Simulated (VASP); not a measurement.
# BN (P1) in VASP: notebook

BN is run at these levels: PBEsol; tasks: single point.

Everything below comes from runs of VASP 6.6.1. Logs are shortened: lines on timing, memory, paths and dates and some standing lists are left out, and cuts for length are marked.

## 1. The cell of the first run

The typed cell holds 2 atoms: a = 2.549 Å, b = 2.549 Å, c = 3.327 Å, α = 101.11°, β = 101.11°, γ = 119.81°.

## 2. Single point, PBEsol

INCAR

```
SYSTEM = BN
  PREC = Accurate
  ENCUT = 520
  EDIFF = 1E-7
  ISMEAR = 0
  SIGMA = 0.01
  LREAL = .False.
  LASPH = .True.
  NELM = 100
  ALGO = Normal
  ISIF = 2
  LWAVE = .False.
  LCHARG = .False.
  GGA = PS
  NBANDS = 11
```

KPOINTS

```
regular mesh
0
Gamma
  10 10 6
  0 0 0
```

POSCAR

```
BN
1.0
    2.5491637351      0.0000000000      0.0000000000
   -1.2671525184      2.2119132600      0.0000000000
   -0.6410056084     -1.1059571382      3.0720986443
B N
1 1
Direct
    0.9796430000      0.9834990000      0.0018060000
    0.6685060000      0.3323850000      0.9849990000
```

Potentials or basis: VASP PAW PBE potentials, release 64 (B, N).

Run with:

```bash
> cat potpaw_PBE.64/B/POTCAR potpaw_PBE.64/N/POTCAR > POTCAR
> mpirun -np 1 vasp_std > vasp.out
```

OUTCAR:

```text
SYSTEM = BN
   PREC = Accurate
   ENCUT = 520
   EDIFF = 1E-7
   ISMEAR = 0
   LREAL = .False.
   LASPH = .True.
   NELM = 100
   ISIF = 2
   GGA = PS

 ion  position               nearest neighbor table
   1  0.980  0.983  0.002-   2 1.42   2 1.46   2 1.54
   2  0.669  0.332  0.985-   1 1.42   1 1.46   1 1.54

  LATTYP: Found a face centered orthorhombic cell.
 ALAT       =     2.5565822947
 B/A-ratio  =     1.7253462546
 C/A-ratio  =     2.4032855509

  Lattice vectors:

 A1 = (  -1.9081581268,   1.1059561218,   3.0720986443)
 A2 = (   0.6410056083,   1.1059561218,   3.0720986443)
 A3 = (  -1.2671525184,   2.2119132600,   0.0000000000)

Analysis of symmetry for initial positions (statically):
=====================================================================
 Subroutine PRICEL returns:
 Original cell was already a primitive cell.

 Routine SETGRP: Setting up the symmetry group for a
 face centered orthorhombic supercell.

 Subroutine GETGRP returns: Found  1 space group operations
 (whereof  1 operations were pure point group operations)
 out of a pool of  8 trial point group operations.

The static configuration has the point symmetry C_1 .

Analysis of symmetry for dynamics (positions and initial velocities):
=====================================================================
 Subroutine PRICEL returns:
 Original cell was already a primitive cell.

 Routine SETGRP: Setting up the symmetry group for a
 face centered orthorhombic supercell.

 Subroutine GETGRP returns: Found  1 space group operations
 (whereof  1 operations were pure point group operations)
 out of a pool of  8 trial point group operations.

The dynamic configuration has the point symmetry C_1 .

 Subroutine INISYM returns: Found  1 space group operations
 (whereof  1 operations are pure point group operations),
 and found     1 'primitive' translations

----------------------------------------------------------------------------------------

                                     Primitive cell

  volume of cell :      17.3221

  direct lattice vectors                    reciprocal lattice vectors
     2.549163735  0.000000000  0.000000000     0.392285512  0.224731043  0.162755228
    -1.267152518  2.211913260  0.000000000     0.000000000  0.452097294  0.162755265
    -0.641005608 -1.105957138  3.072098644     0.000000000  0.000000000  0.325510381

  length of vectors
     2.549163735  2.549163740  3.327434366     0.480501018  0.480501030  0.325510381

  position of ions in fractional coordinates (direct lattice)
[... 110 lines left out ...]
   TEBEG  =    0.0;   TEEND  =   0.0 temperature during run
   PSTRESS=    0.0 pullay stress
   NELECT =       8.0000    total number of electrons
   NUPDOWN=      -1.0000    fix difference up-down
   EMIN   =  10.00;   EMAX   =-10.00  energy-range for DOS
   EFERMI =   0.00;   METHOD = LEGACY
   ISMEAR =     0;   SIGMA  =   0.01  broadening in eV -4-tet -1-fermi 0-gaus
   EFERMI_NEDOS =   21; number of points for ismear=-14 and -15
   IALGO  =     38    algorithm
   IMIX   =      4    mixing-type and parameters
     AMIX     =   0.40;   BMIX     =  1.00
     AMIX_MAG =   1.60;   BMIX_MAG =  1.00
  volume/ion in A,a.u.               =       8.66        58.45
  Fermi-wavevector in a.u.,A,eV,Ry     =   1.265429  2.391314 21.787158  1.601311
  Thomas-Fermi vector in A             =   2.398683
   LORBIT       =      0    0 simple, 1 ext, 2 COOP (PROOUT), +10 PAW based schemes
   GGA     = PS    functional components
   LHFCALC =     F    Hartree Fock is set to
   AEXX    =    0.0000 exact exchange contribution
   IVDW    =     0    specifies the selected vdW correction
   LEPSILON=     F    determine dielectric tensor
   LRPA    =     F    only Hartree local field effects (RPA)
 non-spin polarized calculation
 Gauss-broadening in eV      SIGMA  =   0.01
  energy-cutoff  :      520.00
  volume of cell :       17.32
 maximum number of plane-waves:       478
   NGX =  9   NGY =  9   NGZ = 13

 number of electron       8.0000000 magnetization

 Free energy of the ion-electron system (eV)
  ---------------------------------------------------
  ext. energy  EPLUGINS =         0.00000000
  ---------------------------------------------------
  free energy    TOTEN  =       -18.11584645 eV

  energy without entropy =      -18.11584645  energy(sigma->0) =      -18.11584645

 E-fermi :   3.1132     XC(G=0): -10.7029

 val. band max:        2.9448688429   @ k =   0.4000   0.4000   0.1667
 cond. band min:       5.6797219680   @ k =   0.5000   0.5000   0.5000
 fundamental gap:      2.7348531251
 Fermi energy:         3.1131894768

 k-point     1 :       0.0000    0.0000    0.0000
  band No.  band energies     occupation
      1     -14.9590      2.00000
      2      -0.6984      2.00000
      3       0.4923      2.00000
      4       2.0659      2.00000
      5       8.0675      0.00000
      6      12.7399      0.00000
      7      14.7816      0.00000
      8      15.2440      0.00000
      9      16.9677      0.00000
     10      27.2153      0.00000
     11      29.3503      0.00000
[... 309 lines left out ...]
 k-point    24 :      -0.3000    0.2000    0.0000
  band No.  band energies     occupation
      1     -13.6639      2.00000
      2      -2.6922      2.00000
      3      -0.6269      2.00000
      4       0.6485      2.00000
      5      10.1462      0.00000
      6      12.2403      0.00000
      7      13.3435      0.00000
      8      17.9343      0.00000
      9      19.9625      0.00000
     10      22.3086      0.00000
     11      26.9195      0.00000

 [... further k-points ...]

------------------------ aborting loop because EDIFF is reached ----------------------------------------

  FORCE on cell =-STRESS in cart. coord.  units (eV):
  Direction    XX          YY          ZZ          XY          YZ          ZX
  --------------------------------------------------------------------------------------
  -------------------------------------------------------------------------------------
  Total       -2.3204828     -1.3964270      0.4034067     -0.3792515      0.1110345      0.0497019
  in kB     -214.6287776   -129.1599385     37.3123556    -35.0781687     10.2699312      4.5970867
  external PRESSURE =    -102.1587868 kB  Pullay stress =       0.0000000 kB

 VOLUME and BASIS-vectors are now :
 -----------------------------------------------------------------------------
  energy-cutoff  :      520.00
  volume of cell :       17.32
      direct lattice vectors                 reciprocal lattice vectors
     2.549163735  0.000000000  0.000000000     0.392285512  0.224731043  0.162755228
    -1.267152518  2.211913260  0.000000000     0.000000000  0.452097294  0.162755265
    -0.641005608 -1.105957138  3.072098644     0.000000000  0.000000000  0.325510381

 POSITION                                       TOTAL-FORCE (eV/Angst)
 -----------------------------------------------------------------------------------
      1.24987      2.17342      0.00555         1.477832      1.859148     -0.613350
      0.65156     -0.35416      3.02601        -1.477832     -1.859148      0.613350
 -----------------------------------------------------------------------------------
    total drift:                               -0.000028     -0.000087      0.000057

  FREE ENERGIE OF THE ION-ELECTRON SYSTEM (eV)
  ---------------------------------------------------
  free  energy   TOTEN  =       -18.1158464503 eV

  energy  without entropy=      -18.1158464503  energy(sigma->0) =      -18.11584645
```

OSZICAR:

```text
N       E                     dE             d eps       ncg     rms          rms(c)
DAV:   1     0.115983905723E+02    0.11598E+02   -0.46670E+03  6808   0.690E+02
DAV:   2    -0.189100124803E+02   -0.30508E+02   -0.29468E+02  7972   0.158E+02
DAV:   3    -0.196312218110E+02   -0.72121E+00   -0.72012E+00  8196   0.223E+01
DAV:   4    -0.196330152166E+02   -0.17934E-02   -0.17934E-02  7212   0.123E+00
DAV:   5    -0.196330210400E+02   -0.58235E-05   -0.58234E-05  8160   0.636E-02    0.748E+00
DAV:   6    -0.182715146630E+02    0.13615E+01   -0.48546E+00  7746   0.119E+01    0.345E+00
DAV:   7    -0.181519001209E+02    0.11961E+00   -0.17302E-01  7953   0.325E+00    0.210E+00
DAV:   8    -0.181158567422E+02    0.36043E-01   -0.85962E-02  7969   0.184E+00    0.216E-01
DAV:   9    -0.181157287110E+02    0.12803E-03   -0.23750E-03  7252   0.388E-01    0.119E-01
DAV:  10    -0.181158377286E+02   -0.10902E-03   -0.27142E-04  7622   0.132E-01    0.204E-02
DAV:  11    -0.181158450615E+02   -0.73329E-05   -0.13789E-05  7611   0.277E-02    0.161E-02
DAV:  12    -0.181158463941E+02   -0.13326E-05   -0.34944E-06  7426   0.126E-02    0.973E-04
DAV:  13    -0.181158464503E+02   -0.56209E-07   -0.15589E-07  7688   0.341E-03
   1 F= -.18115846E+02 E0= -.18115846E+02  d E =-.170100-127
```

stdout:

```text
POSCAR found type information on POSCAR B N
 POSCAR found :  2 types and       2 ions
 scaLAPACK will be used
 -----------------------------------------------------------------------------
|                                                                             |
|                                                                             |
[... 21 lines left out ...]
|     Results are often still useful ...                                      |
|                                                                             |
 -----------------------------------------------------------------------------

 POSCAR, INCAR and KPOINTS ok, starting setup
 FFT: planning ... GRIDC
 FFT: planning ... GRID_SOFT
 FFT: planning ... GRID
 WAVECAR not read
 entering main loop
```

Wall time 59 s (1 thread of Intel Xeon 8259CL, shared host); peak memory 0.17 GiB.

Results:

```
Free energy            : -18.1158 eV
Pressure               : -10.2 GPa
Largest force          : 2.453 eV/Å
Band gap on the k mesh : 2.73 eV (least direct gap 4.41 eV)
```

Forces on the atoms (eV/Å):
```
B    1.478  1.859 -0.613
N   -1.478 -1.859  0.613
```

Caveat: the cell stands under tension; the PAW data sets were made with another functional, which shifts forces and pressure a little.

(Continued in part 2 of 2.)
